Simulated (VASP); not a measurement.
# Cs (Im-3m) in VASP: further runs

Aim: see how the results for Cs move with the level of theory and the settings. Levels: RPBE, LDA, PBE, PBEsol. Tasks: single point, relaxation of cell and atoms.

Everything below comes from runs of VASP 6.6.1. Logs are shortened: lines on timing, memory, paths and dates and some standing lists are left out, and cuts for length are marked.

### 1 The cell of the first run

Symmetry: Im-3m, No. 229, cubic system. Conventional cell: a = 6.408 Å, b = 6.408 Å, c = 6.408 Å, α = 90.00°, β = 90.00°, γ = 90.00°.

### 2 Single point, RPBE

INCAR reads:

```
SYSTEM = Cs
ALGO = Normal
EDIFF = 1E-6
ENCUT = 520
GGA = RP
ISIF = 2
ISMEAR = -1
LASPH = .TRUE.
LCHARG = .FALSE.
LREAL = .FALSE.
LWAVE = .FALSE.
NBANDS = 10
NELM = 60
PREC = Accurate
SIGMA = 0.05
```

KPOINTS reads:

```
k-points
0
G
  6 6 6
  0 0 0
```

POSCAR reads:

```
Cs
1.0
   -3.2040508027      3.2040508027      3.2040508027
    3.2040508027     -3.2040508027      3.2040508027
    3.2040508027      3.2040508027     -3.2040508027
Cs
1
Direct
    0.0000000000      0.0000000000      0.0000000000
```

Potentials or basis: VASP PAW PBE potentials, release 64 (Cs_sv).

Command:

```
$ cat potpaw_PBE.64/Cs_sv/POTCAR > POTCAR
$ mpirun -np 1 vasp_std > vasp.out
```

OUTCAR:

```text
SYSTEM = Cs
   EDIFF = 1E-6
   ENCUT = 520
   GGA = RP
   ISIF = 2
   ISMEAR = -1
   LASPH = .TRUE.
   LREAL = .FALSE.
   NELM = 60
   PREC = Accurate

 ion  position               nearest neighbor table
   1  0.000  0.000  0.000-

  LATTYP: Found a body centered cubic cell.
 ALAT       =     6.4081016054

  Lattice vectors:

 A1 = (  -3.2040508027,   3.2040508027,   3.2040508027)
 A2 = (   3.2040508027,  -3.2040508027,   3.2040508027)
 A3 = (   3.2040508027,   3.2040508027,  -3.2040508027)

Analysis of symmetry for initial positions (statically):
=====================================================================
 Subroutine PRICEL returns:
 Original cell was already a primitive cell.

 Routine SETGRP: Setting up the symmetry group for a
 body centered cubic supercell.

 Subroutine GETGRP returns: Found 48 space group operations
 (whereof 48 operations were pure point group operations)
 out of a pool of 48 trial point group operations.

The static configuration has the point symmetry O_h .

Analysis of symmetry for dynamics (positions and initial velocities):
=====================================================================
 Subroutine PRICEL returns:
 Original cell was already a primitive cell.

 Routine SETGRP: Setting up the symmetry group for a
 body centered cubic supercell.

 Subroutine GETGRP returns: Found 48 space group operations
 (whereof 48 operations were pure point group operations)
 out of a pool of 48 trial point group operations.

The dynamic configuration has the point symmetry O_h .

 Subroutine INISYM returns: Found 48 space group operations
 (whereof 48 operations are pure point group operations),
 and found     1 'primitive' translations

----------------------------------------------------------------------------------------

                                     Primitive cell

  volume of cell :     131.5704

  direct lattice vectors                    reciprocal lattice vectors
    -3.204050803  3.204050803  3.204050803     0.000000000  0.156052457  0.156052457
     3.204050803 -3.204050803  3.204050803     0.156052457  0.000000000  0.156052457
     3.204050803  3.204050803 -3.204050803     0.156052457  0.156052457  0.000000000

  length of vectors
     5.549578780  5.549578780  5.549578780     0.220691501  0.220691501  0.220691501
[... 70 lines left out ...]
   EDIFF  = 0.1E-05   stopping-criterion for ELM
   LREAL  =      F    real-space projection
   EDIFFG = 0.1E-04   stopping-criterion for IOM
   NSW    =      0    number of steps for IOM
   IBRION =     -1    ionic relax: 0-MD 1-quasi-New 2-CG
   NFREE  =      0    steps in history (QN), initial steepest desc. (CG)
   ISIF   =      2    stress and relaxation
   ISYM   =      2    0-nonsym 1-usesym 2-fastsym
   POTIM  = 0.5000    time-step for ionic-motion
   TEBEG  =    0.0;   TEEND  =   0.0 temperature during run
   PSTRESS=    0.0 pullay stress
   NELECT =       9.0000    total number of electrons
   NUPDOWN=      -1.0000    fix difference up-down
   EMIN   =  10.00;   EMAX   =-10.00  energy-range for DOS
   EFERMI =   0.00;   METHOD = LEGACY
   ISMEAR =    -1;   SIGMA  =   0.05  broadening in eV -4-tet -1-fermi 0-gaus
   EFERMI_NEDOS =   21; number of points for ismear=-14 and -15
   IALGO  =     38    algorithm
   IMIX   =      4    mixing-type and parameters
     AMIX     =   0.40;   BMIX     =  1.00
     AMIX_MAG =   1.60;   BMIX_MAG =  1.00
  volume/ion in A,a.u.               =     131.57       887.88
  Fermi-wavevector in a.u.,A,eV,Ry     =   0.669529  1.265227  6.099077  0.448270
  Thomas-Fermi vector in A             =   1.744772
   LORBIT       =      0    0 simple, 1 ext, 2 COOP (PROOUT), +10 PAW based schemes
   GGA     = RP    functional components
   LHFCALC =     F    Hartree Fock is set to
   AEXX    =    0.0000 exact exchange contribution
   IVDW    =     0    specifies the selected vdW correction
   LEPSILON=     F    determine dielectric tensor
   LRPA    =     F    only Hartree local field effects (RPA)
 non-spin polarized calculation
  energy-cutoff  :      520.00
  volume of cell :      131.57
 maximum number of plane-waves:      3564
 NGX is ok and might be reduce to    42
   NGX = 21   NGY = 21   NGZ = 21

 number of electron       9.0000000 magnetization

 Free energy of the ion-electron system (eV)
  ---------------------------------------------------
  ext. energy  EPLUGINS =         0.00000000
  ---------------------------------------------------
  free energy    TOTEN  =        -0.73536417 eV

  energy without entropy =       -0.71777126  energy(sigma->0) =       -0.72656772

 E-fermi :   0.2806     XC(G=0):  -4.9505

 val. band max:        0.1442804307   @ k =   0.1667   0.1667   0.1667
 cond. band min:       0.2952814814   @ k =   0.3333   0.1667  -0.0000
 fundamental gap:      0.1510010506
 Fermi energy:         0.2806161361

 k-point     1 :       0.0000    0.0000    0.0000
  band No.  band energies     occupation
      1     -23.7237      2.00000
      2     -10.4990      2.00000
      3     -10.4990      2.00000
      4     -10.4990      2.00000
      5      -1.2631      2.00000
      6       2.7154      0.00000
      7       2.7154      0.00000
      8       2.7154      0.00000
      9       3.4574      0.00000
     10       3.4574      0.00000
[... 183 lines left out ...]
 k-point    16 :       0.5000    0.5000    0.5000
  band No.  band energies     occupation
      1     -23.7177      2.00000
      2     -10.5590      2.00000
      3     -10.5590      2.00000
      4     -10.5590      2.00000
      5       1.0048      0.00000
      6       1.0048      0.00000
      7       2.9647      0.00000
      8       2.9647      0.00000
      9       2.9647      0.00000
     10       4.1856      0.00000

------------------------ aborting loop because EDIFF is reached ----------------------------------------

  FORCE on cell =-STRESS in cart. coord.  units (eV):
  Direction    XX          YY          ZZ          XY          YZ          ZX
  --------------------------------------------------------------------------------------
  -------------------------------------------------------------------------------------
  Total        0.0007535      0.0007535      0.0007535      0.0000000      0.0000000     -0.0000000
  in kB        0.0091754      0.0091754      0.0091754      0.0000000      0.0000000     -0.0000000
  external PRESSURE =       0.0091754 kB  Pullay stress =       0.0000000 kB

 VOLUME and BASIS-vectors are now :
 -----------------------------------------------------------------------------
  energy-cutoff  :      520.00
  volume of cell :      131.57
      direct lattice vectors                 reciprocal lattice vectors
    -3.204050803  3.204050803  3.204050803     0.000000000  0.156052457  0.156052457
     3.204050803 -3.204050803  3.204050803     0.156052457  0.000000000  0.156052457
     3.204050803  3.204050803 -3.204050803     0.156052457  0.156052457  0.000000000

 POSITION                                       TOTAL-FORCE (eV/Angst)
 -----------------------------------------------------------------------------------
      0.00000      0.00000      0.00000         0.000000     -0.000000     -0.000000
 -----------------------------------------------------------------------------------
    total drift:                               -0.000000      0.000000      0.000000

  FREE ENERGIE OF THE ION-ELECTRON SYSTEM (eV)
  ---------------------------------------------------
  free  energy   TOTEN  =        -0.7353641739 eV

  energy  without entropy=       -0.7177712633  energy(sigma->0) =       -0.72656772
```

Wall time 9 s (1 thread of Intel Xeon 6975P-C (Granite Rapids), shared host); peak memory 0.24 GiB.

What came out:

| Item | Value |
| --- | --- |
| Free energy | -0.7354 eV |
| Pressure | 0.0 GPa |

Levels at points of the mesh, in eV from the Fermi level:
| k point | band 2 | band 3 | band 4 | band 5 | band 6 | band 7 |
| --- | --- | --- | --- | --- | --- | --- |
| (0.00, 0.00, 0.00) | -10.78 | -10.78 | -10.78 | -1.54 | 2.43 | 2.43 |
| (0.50, 0.00, 0.00) | -10.86 | -10.81 | -10.78 | 0.09 | 0.71 | 1.66 |
| (0.50, 0.50, 0.50) | -10.84 | -10.84 | -10.84 | 0.72 | 0.72 | 2.68 |

Caveat: the PAW data sets were made with another functional, which shifts forces and pressure a little; spin-orbit coupling is left out, which moves the levels of the heavy elements.

### 3 Relaxation of cell and atoms, LDA

This run uses another cell than the first one, of 122.48 Å³/atom, 0.931 times its volume.

INCAR reads:

```
SYSTEM = Cs
PREC = Accurate
ENCUT = 600
EDIFF = 1E-7
ISMEAR = -1
SIGMA = 0.05
LREAL = .FALSE.
LASPH = .TRUE.
NELM = 60
ALGO = Normal
ISIF = 3
LWAVE = .FALSE.
LCHARG = .FALSE.
GGA = CA
IBRION = 2
NSW = 80
EDIFFG = -0.02
```

KPOINTS reads:

```
regular mesh
0
G
  6 6 6
  0 0 0
```

POSCAR reads:

```
Cs
1.0
   -3.1284650614      3.1284650614      3.1284650614
    3.1284650614     -3.1284650614      3.1284650614
    3.1284650614      3.1284650614     -3.1284650614
Cs
1
Direct
    0.0000000000      0.0000000000      0.0000000000
```

Potentials or basis: VASP PAW LDA potentials, release 64 (Cs_sv).

Command:

```
$ cat potpaw_LDA.64/Cs_sv/POTCAR > POTCAR
$ mpirun -np 1 vasp_std > vasp.out
```

It took 34 s on 1 thread of Intel Xeon 6975P-C (Granite Rapids), shared host; peak memory 0.26 GiB.

Results (log left out):

```
Free energy                            : -0.9890 eV
Relaxed volume                         : 97.08 Å³/atom
Relaxed cell                           : a = 5.015 Å, b = 5.015 Å, c = 5.015 Å, α = 109.47°, β = 109.47°, γ = 109.47°
Space group after relaxing (to 0.05 Å) : Im-3m (No. 229)
Energy gained by relaxing              : 38.8 meV/atom
Ionic steps                            : 5
Pressure after relaxing                : 0.0 GPa
```

The path:
| step | energy change (eV) | largest force (eV/Å) | pressure (GPa) | volume (Å³) |
| --- | --- | --- | --- | --- |
| 1 | 0.0000 | 0.0000 | -0.39 | 122.48 |
| 2 | -0.0122 | 0.0000 | -0.35 | 117.21 |
| 3 | -0.0352 | 0.0000 | -0.16 | 103.18 |
| 4 | -0.0067 | 0.0000 | 0.68 | 78.56 |
| 5 | -0.0388 | 0.0000 | -0.03 | 97.08 |

Final structure:
```xyz
1
Lattice="-2.8953 2.8953 2.8953 2.8953 -2.8953 2.8953 2.8953 2.8953 -2.8953" Properties=species:S:1:pos:R:3 pbc="T T T"
Cs    0.0000    0.0000    0.0000
```

Levels at points of the mesh, in eV from the Fermi level:
```csv
k point,band 1,band 2,band 3,band 4,band 5,band 6,band 7,band 8
"(0.00, 0.00, 0.00)",-23.73,-10.43,-10.43,-10.43,-1.86,2.52,2.52,2.52
"(0.50, 0.00, 0.00)",-23.72,-10.68,-10.51,-10.43,-0.07,1.15,1.57,3.41
"(0.50, 0.50, 0.50)",-23.71,-10.60,-10.60,-10.60,0.50,0.50,3.48,3.48
```

Caveat: the volume moved by over 15 % at a fixed basis, so the end points are rough; spin-orbit coupling is left out, which moves the levels of the heavy elements.

### 4 Relaxation of cell and atoms, PBE

This run uses another cell than the first one, of 122.48 Å³/atom, 0.931 times its volume.

INCAR reads:

```
  PREC = Accurate
  ENCUT = 600
  EDIFF = 1E-6
  ISMEAR = -1
  SIGMA = 0.05
  LREAL = F
  LASPH = T
  NELM = 100
  ALGO = Normal
  ISIF = 3
  LWAVE = F
  LCHARG = F
  GGA = PE
  IBRION = 2
  NSW = 80
  EDIFFG = -0.02
```

KPOINTS reads:

```
regular mesh
0
Gamma
  6 6 6
```

POSCAR is that of step 3.

Potentials or basis: VASP PAW PBE potentials, release 64 (Cs_sv).

Command:

```
$ cat potpaw_PBE.64/Cs_sv/POTCAR > POTCAR
$ mpirun -np 1 vasp_std > vasp.out
```

OUTCAR:

```text
PREC = Accurate
   ENCUT = 600
   EDIFF = 1E-6
   ISMEAR = -1
   LREAL = F
   LASPH = T
   NELM = 100
   ISIF = 3
   GGA = PE
   IBRION = 2
   NSW = 80
   EDIFFG = -0.02

 ion  position               nearest neighbor table
   1  0.000  0.000  0.000-

  LATTYP: Found a body centered cubic cell.
 ALAT       =     6.2569301228

  Lattice vectors:

 A1 = (  -3.1284650614,   3.1284650614,   3.1284650614)
 A2 = (   3.1284650614,  -3.1284650614,   3.1284650614)
 A3 = (   3.1284650614,   3.1284650614,  -3.1284650614)

Analysis of symmetry for initial positions (statically):
=====================================================================
 Subroutine PRICEL returns:
 Original cell was already a primitive cell.
[... 167 lines left out ...]
  -------------------------------------------------------------------------------------
  Total       -0.0591568     -0.0591568     -0.0591568     -0.0000000     -0.0000000      0.0000000
  in kB       -0.7738582     -0.7738582     -0.7738582     -0.0000000     -0.0000000      0.0000000
  external PRESSURE =      -0.7738582 kB  Pullay stress =       0.0000000 kB
[... 57 lines left out ...]
--------------------------------------- Ionic step        3  -------------------------------------------

 number of electron       9.0000001 magnetization

 Free energy of the ion-electron system (eV)
  ---------------------------------------------------
  ext. energy  EPLUGINS =         0.00000000
  ---------------------------------------------------
  free energy    TOTEN  =        -0.84734961 eV

  energy without entropy =       -0.82918794  energy(sigma->0) =       -0.83826878

 E-fermi :   0.3904     XC(G=0):  -5.3356

 val. band max:        0.2702713234   @ k =   0.1667   0.1667   0.1667
 cond. band min:       0.4083034734   @ k =   0.3333   0.1667   0.0000
 fundamental gap:      0.1380321500
 Fermi energy:         0.3903737037

 k-point     1 :       0.0000    0.0000    0.0000
  band No.  band energies     occupation
      1     -23.4894      2.00000
      2     -10.2365      2.00000
      3     -10.2365      2.00000
      4     -10.2365      2.00000
      5      -1.2653      2.00000
      6       2.8590      0.00000
      7       2.8590      0.00000
      8       2.8590      0.00000
[... 191 lines left out ...]
  FREE ENERGIE OF THE ION-ELECTRON SYSTEM (eV)
  ---------------------------------------------------
  free  energy   TOTEN  =        -0.8473496105 eV

  energy  without entropy=       -0.8291879443  energy(sigma->0) =       -0.83826878

 reached required accuracy - stopping structural energy minimisation
```

Run time: 23 s. Hardware: 1 thread of Intel Xeon 6975P-C (Granite Rapids), shared host; peak memory 0.32 GiB.

Results:

* Free energy: -0.8473 eV
* Relaxed volume: 118.33 Å³/atom
* Relaxed cell: a = 5.357 Å, b = 5.357 Å, c = 5.357 Å, α = 109.47°, β = 109.47°, γ = 109.47°
* Space group after relaxing (to 0.05 Å): Im-3m (No. 229)
* Energy gained by relaxing: 1.2 meV/atom
* Ionic steps: 3
* Pressure after relaxing: 0.0 GPa

The path:
| step | energy change (eV) | largest force (eV/Å) | pressure (GPa) | volume (Å³) |
| --- | --- | --- | --- | --- |
| 1 | 0.0000 | 0.0000 | -0.08 | 122.48 |
| 2 | -0.0005 | 0.0000 | -0.06 | 121.43 |
| 3 | -0.0012 | 0.0000 | -0.02 | 118.33 |

Final structure:
```yaml
crystal:
  lattice:
    - [-3.09275, 3.09275, 3.09275]
    - [3.09275, -3.09275, 3.09275]
    - [3.09275, 3.09275, -3.09275]
  atoms:
    - { symbol: Cs, position: [0.00000, 0.00000, 0.00000] }
```

Caveat: spin-orbit coupling is left out, which moves the levels of the heavy elements.

(Part 1 of 2 ends here.)
